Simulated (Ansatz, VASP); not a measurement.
MnO: VASP beside Ansatz

```
Mn O
1.0
     3.42635    0.00000    0.00000
    -1.71317    2.96730    0.00000
     0.00000    0.00000    5.32332
Mn O
2 2
Direct
  0.33333 0.66667 0.99753
  0.66667 0.33333 0.49753
  0.33333 0.66667 0.38890
  0.66667 0.33333 0.88890
```

Alike in both runs: task single point; functional r2SCAN; k mesh 15 × 15 × 8; occupations gaussian, width 0.1 eV; collinear spin.

|  | VASP | Ansatz |
| --- | --- | --- |
| version | VASP 6.6.1 | Ansatz 0.2.0 |
| potentials or method | VASP PAW PBE potentials, release 64 (Mn_pv, O), cutoff 520 eV | scalar-relativistic, plane waves, PAW |
| valence electrons in the cell | 38 | 42 |

Ansatz gave:

```
gap on the k mesh at the Fermi level (eV)                     : none
pressure (GPa)                                                : 0.0
traceless stress, the component that is largest in VASP (GPa) : 0.00
net moment per atom (μB)                                      : 2.50
size of the moment on the site where the two differ most (μB) : 4.05
```

**Question.** What did VASP give for the same quantities?

**Answer.** gap on the k mesh at the Fermi level (eV): none; pressure (GPa): 0.5; traceless stress, the component that is largest in VASP (GPa): -0.08; net moment per atom (μB): 2.50; size of the moment on the site where the two differ most (μB): 4.50.

VASP's potentials were made for PBE, not for r2SCAN. Site moments also hang on the region over which each program counts them. A gap of «none» marks a metal or a gap that the smearing closes. VASP's potentials hold 38 valence electrons a cell and Ansatz's 42, so a difference there can come from the potentials and not from the codes. Ansatz's warnings: saved state not lowest, stability check not made.
